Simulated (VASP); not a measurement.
# NaCl (Fm-3m) in VASP: further runs

The runs below take NaCl through single point, relaxation of cell and atoms, with r2SCAN.

All numbers are computed with VASP 6.6.1; they aren't measurements. Logs are shortened: lines on timing, memory, paths and dates and some standing lists are left out, and cuts for length are marked.

## Step 1: The cell of the first run

Symmetry: Fm-3m, No. 225, cubic system. The conventional cell has a = 5.608 Å, b = 5.608 Å, c = 5.608 Å, α = 90.00°, β = 90.00°, γ = 90.00°. Within 3.7 Å of Na (site symmetry m-3m) lie 6 Cl at 2.80 Å. Within 3.7 Å of Cl (site symmetry m-3m) lie 6 Na at 2.80 Å.

## Step 2: Single point, r2SCAN

The input, POSCAR:

```
NaCl
1.0
    0.0000000000      2.8039808557      2.8039808557
    2.8039808557      0.0000000000      2.8039808557
    2.8039808557      2.8039808557      0.0000000000
Na Cl
1 1
Direct
    0.0000000000      0.0000000000      0.0000000000
    0.5000000000      0.5000000000      0.5000000000
```

The input, INCAR.step1:

```
PREC = Accurate ; ENCUT = 520
ISMEAR = -1 ; SIGMA = 0.1
LREAL = False ; LASPH = True
NELM = 100 ; NBANDS = 14
GGA = PE ; ALGO = Normal
EDIFF = 1E-4 ; LWAVE = True
LCHARG = False
```

The input, INCAR.step2:

```
PREC = Accurate ; ENCUT = 520
EDIFF = 1E-6 ; ISMEAR = -1
SIGMA = 0.1 ; LREAL = False
LASPH = True ; NELM = 100
ALGO = Normal ; ISIF = 2
LWAVE = False ; LCHARG = False
METAGGA = R2SCAN ; LMIXTAU = True
NBANDS = 14 ; ISTART = 1
```

The input, KPOINTS:

```
Automatic mesh
0
Gamma
  14 14 14
```

Potentials or basis: VASP PAW PBE potentials, release 64 (Na_pv, Cl).

Run with:

```
$ cat potpaw_PBE.64/Na_pv/POTCAR potpaw_PBE.64/Cl/POTCAR > POTCAR
$ cp INCAR.step1 INCAR
$ mpirun -np 1 vasp_std > vasp.out
$ cp INCAR.step2 INCAR
$ mpirun -np 1 vasp_std > vasp.out
```

OUTCAR:

```text
PREC = Accurate
   ENCUT = 520
   EDIFF = 1E-6
   ISMEAR = -1
   LREAL = False
   LASPH = True
   NELM = 100
   ISIF = 2
   METAGGA = R2SCAN
   ISTART = 1

 ion  position               nearest neighbor table
   1  0.000  0.000  0.000-
   2  0.500  0.500  0.500-

  LATTYP: Found a face centered cubic cell.
 ALAT       =     5.6079617114

  Lattice vectors:

 A1 = (   0.0000000000,   2.8039808557,   2.8039808557)
 A2 = (   2.8039808557,   0.0000000000,   2.8039808557)
 A3 = (   2.8039808557,   2.8039808557,   0.0000000000)

Analysis of symmetry for initial positions (statically):
=====================================================================
 Subroutine PRICEL returns:
 Original cell was already a primitive cell.

 Routine SETGRP: Setting up the symmetry group for a
 face centered cubic supercell.

 Subroutine GETGRP returns: Found 48 space group operations
 (whereof 48 operations were pure point group operations)
 out of a pool of 48 trial point group operations.

The static configuration has the point symmetry O_h .

Analysis of symmetry for dynamics (positions and initial velocities):
=====================================================================
 Subroutine PRICEL returns:
 Original cell was already a primitive cell.

 Routine SETGRP: Setting up the symmetry group for a
 face centered cubic supercell.

 Subroutine GETGRP returns: Found 48 space group operations
 (whereof 48 operations were pure point group operations)
 out of a pool of 48 trial point group operations.

The dynamic configuration has the point symmetry O_h .

 Subroutine INISYM returns: Found 48 space group operations
 (whereof 48 operations are pure point group operations),
 and found     1 'primitive' translations

----------------------------------------------------------------------------------------

                                     Primitive cell

  volume of cell :      44.0915

  direct lattice vectors                    reciprocal lattice vectors
     0.000000000  2.803980856  2.803980856    -0.178317908  0.178317908  0.178317908
     2.803980856  0.000000000  2.803980856     0.178317908 -0.178317908  0.178317908
     2.803980856  2.803980856  0.000000000     0.178317908  0.178317908 -0.178317908

  length of vectors
     3.965427755  3.965427755  3.965427755     0.308855676  0.308855676  0.308855676

  position of ions in fractional coordinates (direct lattice)
[... 87 lines left out ...]
   POTIM  = 0.5000    time-step for ionic-motion
   TEBEG  =    0.0;   TEEND  =   0.0 temperature during run
   PSTRESS=    0.0 pullay stress
   NELECT =      14.0000    total number of electrons
   NUPDOWN=      -1.0000    fix difference up-down
   EMIN   =  10.00;   EMAX   =-10.00  energy-range for DOS
   EFERMI =   0.00;   METHOD = LEGACY
   ISMEAR =    -1;   SIGMA  =   0.10  broadening in eV -4-tet -1-fermi 0-gaus
   EFERMI_NEDOS =   21; number of points for ismear=-14 and -15
   IALGO  =     38    algorithm
   IMIX   =      4    mixing-type and parameters
     AMIX     =   0.40;   BMIX     =  1.00
     AMIX_MAG =   1.60;   BMIX_MAG =  1.00
  volume/ion in A,a.u.               =      22.05       148.77
  Fermi-wavevector in a.u.,A,eV,Ry     =   1.116861  2.110561 16.971615  1.247379
  Thomas-Fermi vector in A             =   2.253479
   LORBIT       =      0    0 simple, 1 ext, 2 COOP (PROOUT), +10 PAW based schemes
   METAGGA = R2SCAN    functional components
   LHFCALC =     F    Hartree Fock is set to
   AEXX    =    0.0000 exact exchange contribution
   IVDW    =     0    specifies the selected vdW correction
   LEPSILON=     F    determine dielectric tensor
   LRPA    =     F    only Hartree local field effects (RPA)
 non-spin polarized calculation
  energy-cutoff  :      520.00
  volume of cell :       44.09
 maximum number of plane-waves:      1243
 NGX is ok and might be reduce to    30
   NGX = 15   NGY = 15   NGZ = 15

 number of electron      14.0000003 magnetization

 Free energy of the ion-electron system (eV)
  ---------------------------------------------------
  ext. energy  EPLUGINS =         0.00000000
  ---------------------------------------------------
  free energy    TOTEN  =       -13.79003571 eV

  energy without entropy =      -13.79003571  energy(sigma->0) =      -13.79003571

 E-fermi :   1.1240     XC(G=0):  -8.7244

 val. band max:       -1.0652486265   @ k =   0.0000   0.0000   0.0000
 cond. band min:       4.9272814829   @ k =   0.0000   0.0000   0.0000
 fundamental gap:      5.9925301094
 Fermi energy:         1.1240371155

 k-point     1 :       0.0000    0.0000    0.0000
  band No.  band energies     occupation
      1     -22.5531      2.00000
      2     -22.5527      2.00000
      3     -22.5527      2.00000
      4     -14.3269      2.00000
      5      -1.0652      2.00000
      6      -1.0652      2.00000
      7      -1.0652      2.00000
      8       4.9273      0.00000
      9      10.7113      0.00000
     10      10.7113      0.00000
     11      10.7113      0.00000
     12      12.9821      0.00000
     13      12.9821      0.00000
     14      14.6123      0.00000
[... 377 lines left out ...]
      1     -22.5673      2.00000
      2     -22.5558      2.00000
      3     -22.5550      2.00000
      4     -14.1267      2.00000
      5      -2.1662      2.00000
      6      -1.3317      2.00000
      7      -1.3258      2.00000
      8       6.7526      0.00000
      9       9.1290      0.00000
     10      10.8096      0.00000
     11      11.5876      0.00000
     12      12.3756      0.00000
     13      13.8127      0.00000
     14      17.0676      0.00000

 [... further k-points ...]

------------------------ aborting loop because EDIFF is reached ----------------------------------------

  FORCE on cell =-STRESS in cart. coord.  units (eV):
  Direction    XX          YY          ZZ          XY          YZ          ZX
  --------------------------------------------------------------------------------------
  -------------------------------------------------------------------------------------
  Total       -0.0521529     -0.0521529     -0.0521529     -0.0000000      0.0000000      0.0000000
  in kB       -1.8951073     -1.8951073     -1.8951073     -0.0000000      0.0000000      0.0000000
  external PRESSURE =      -1.8951073 kB  Pullay stress =       0.0000000 kB

 VOLUME and BASIS-vectors are now :
 -----------------------------------------------------------------------------
  energy-cutoff  :      520.00
  volume of cell :       44.09
      direct lattice vectors                 reciprocal lattice vectors
     0.000000000  2.803980856  2.803980856    -0.178317908  0.178317908  0.178317908
     2.803980856  0.000000000  2.803980856     0.178317908 -0.178317908  0.178317908
     2.803980856  2.803980856  0.000000000     0.178317908  0.178317908 -0.178317908

 POSITION                                       TOTAL-FORCE (eV/Angst)
 -----------------------------------------------------------------------------------
      0.00000      0.00000      0.00000        -0.000000     -0.000000     -0.000000
      2.80398      2.80398      2.80398         0.000000      0.000000      0.000000
 -----------------------------------------------------------------------------------
    total drift:                               -0.000000      0.000000      0.000000

  FREE ENERGIE OF THE ION-ELECTRON SYSTEM (eV)
  ---------------------------------------------------
  free  energy   TOTEN  =       -13.7900357059 eV

  energy  without entropy=      -13.7900357057  energy(sigma->0) =      -13.79003571
```

It took 1.7 min on 1 thread of Intel Xeon 6975P-C (Granite Rapids), shared host; peak memory 0.2 GiB.

Results:

```
Free energy            : -13.7900 eV
Pressure               : -0.2 GPa
Band gap on the k mesh : 5.99 eV
```

Caveat: the PAW data sets were made with another functional, which shifts forces and pressure a little. A k mesh can miss the band edges.

## Step 3: Relaxation of cell and atoms, r2SCAN

This run uses another cell than the first one, of 22.19 Å³/atom.

The input, POSCAR:

```
NaCl
1.0
    0.0000000000      2.8100000000      2.8100000000
    2.8100000000      0.0000000000      2.8100000000
    2.8100000000      2.8100000000      0.0000000000
Na Cl
1 1
Direct
    0.0000000000      0.0000000000      0.0000000000
    0.5000000000      0.5000000000      0.5000000000
```

The input, INCAR.step1:

```
SYSTEM = NaCl
ALGO = Normal ; EDIFF = 1E-4
ENCUT = 600 ; GGA = PE
ISMEAR = -1 ; LASPH = .TRUE.
LCHARG = .FALSE. ; LREAL = .FALSE.
LWAVE = .TRUE. ; NELM = 80
PREC = Accurate ; SIGMA = 0.1
```

The input, INCAR.step2:

```
SYSTEM = NaCl
ALGO = Normal ; EDIFF = 1E-7
EDIFFG = -0.002 ; ENCUT = 600
IBRION = 2 ; ISIF = 3
ISMEAR = -1 ; ISTART = 1
LASPH = .TRUE. ; LCHARG = .FALSE.
LMIXTAU = .TRUE. ; LREAL = .FALSE.
LWAVE = .FALSE. ; METAGGA = R2SCAN
NELM = 80 ; NSW = 100
PREC = Accurate ; SIGMA = 0.1
```

The input, KPOINTS:

```
k-points
0
G
  14 14 14
  0 0 0
```

Potentials or basis: VASP PAW PBE potentials, release 64 (Na_pv, Cl).

Run with:

```
$ cat potpaw_PBE.64/Na_pv/POTCAR potpaw_PBE.64/Cl/POTCAR > POTCAR
$ cp INCAR.step1 INCAR
$ mpirun -np 1 vasp_std > vasp.out
$ cp INCAR.step2 INCAR
$ mpirun -np 1 vasp_std > vasp.out
```

Run time: 4.1 min. Hardware: 1 thread of Intel Xeon 6975P-C (Granite Rapids), shared host; peak memory 0.22 GiB.

It converged, with:

```
Free energy                           : -13.7915 eV
Relaxed volume                        : 21.88 Å³/atom
Relaxed cell                          : a = 3.956 Å, b = 3.956 Å, c = 3.956 Å, α = 60.00°, β = 60.00°, γ = 60.00°
Space group after relaxing (to 0.1 Å) : Fm-3m (No. 225)
Energy gained by relaxing             : 0.5 meV/atom
Ionic steps                           : 5
Pressure after relaxing               : 0.0 GPa
Band gap on the k mesh                : 6.02 eV
```

Step by step:
| step | energy change (eV) | largest force (eV/Å) | pressure (GPa) | volume (Å³) |
| --- | --- | --- | --- | --- |
| 1 | 0.0000 | 0.0000 | -0.39 | 44.38 |
| 2 | -0.0007 | 0.0000 | -0.17 | 44.03 |
| 3 | -0.0008 | 0.0000 | -0.11 | 43.93 |
| 4 | -0.0009 | 0.0000 | 0.03 | 43.72 |
| 5 | -0.0009 | 0.0000 | 0.00 | 43.76 |

Final structure:
```cif
data_structure
_symmetry_space_group_name_H-M 'P 1'
_symmetry_Int_Tables_number 1
_cell_length_a 3.9555
_cell_length_b 3.9555
_cell_length_c 3.9555
_cell_angle_alpha 60.000
_cell_angle_beta 60.000
_cell_angle_gamma 60.000
_cell_volume 43.76
loop_
_atom_site_label
_atom_site_type_symbol
_atom_site_fract_x
_atom_site_fract_y
_atom_site_fract_z
_atom_site_occupancy
Na1 Na 0.00000 0.00000 0.00000 1
Cl1 Cl 0.50000 0.50000 0.50000 1
```

Levels at points of the mesh, in eV from the valence-band top:
```tsv
k point	band 4	band 5	band 6	band 7	band 8	band 9	band 10	band 11
(0.00, 0.00, 0.00)	-13.28	0.00	0.00	0.00	6.02	11.78	11.78	11.78
(0.50, 0.00, 0.00)	-12.91	-2.00	-0.29	-0.29	7.99	11.82	11.83	11.83
(0.50, 0.50, 0.00)	-12.86	-1.75	-0.63	-0.63	8.52	8.59	12.39	16.15
```

Caveat: the PAW data sets were made with another functional, which shifts forces and pressure a little.
